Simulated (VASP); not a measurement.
Here is a VASP 6.6.1 calculation.

INCAR

```
  ALGO = Normal
  EDIFF = 1E-6
  ENCUT = 520
  GGA = PE
  ISIF = 2
  ISMEAR = 0
  LASPH = T
  LCHARG = F
  LREAL = F
  LWAVE = F
  NBANDS = 25
  NELM = 80
  PREC = Accurate
  SIGMA = 0.01
```

KPOINTS

```
k-points
0
Gamma
  6 6 6
```

Contents of POSCAR:

```
LaCuTe2
1.0
    2.2201816105      1.2818224505      6.6502833216
   -2.2201816105      1.2818224505      6.6502833216
    0.0000000000     -2.5636449010      6.6502833216
Cu La Te
1 1 2
Direct
    1.0000000000      0.0000000000      0.0000000000
    0.5000000000      0.5000000000      0.5000000000
    0.2613436614      0.2613436614      0.2613436614
    0.7386563386      0.7386563386      0.7386563386
```

Potentials or basis: VASP PAW PBE potentials, release 64 (Cu, La, Te).

Command:

```console
$ cat potpaw_PBE.64/Cu/POTCAR potpaw_PBE.64/La/POTCAR potpaw_PBE.64/Te/POTCAR > POTCAR
$ mpirun -np 1 vasp_std > vasp.out
```

Question: Estimate the largest force.

Answer: 0.080 eV/Å.

Question: Predict the pressure.

Answer: 1.6 GPa.

Question: Estimate the band gap on the k mesh.

Answer: 0.73 eV, indirect (least direct gap 1.23 eV).

Forces on the atoms (eV/Å):
```
Cu   0.000  0.000  0.000
La   0.000  0.000  0.000
Te   0.000  0.000  0.080
Te   0.000  0.000 -0.080
```

Caveat: spin-orbit coupling is left out, which moves the levels of the heavy elements. A k mesh can miss the band edges.
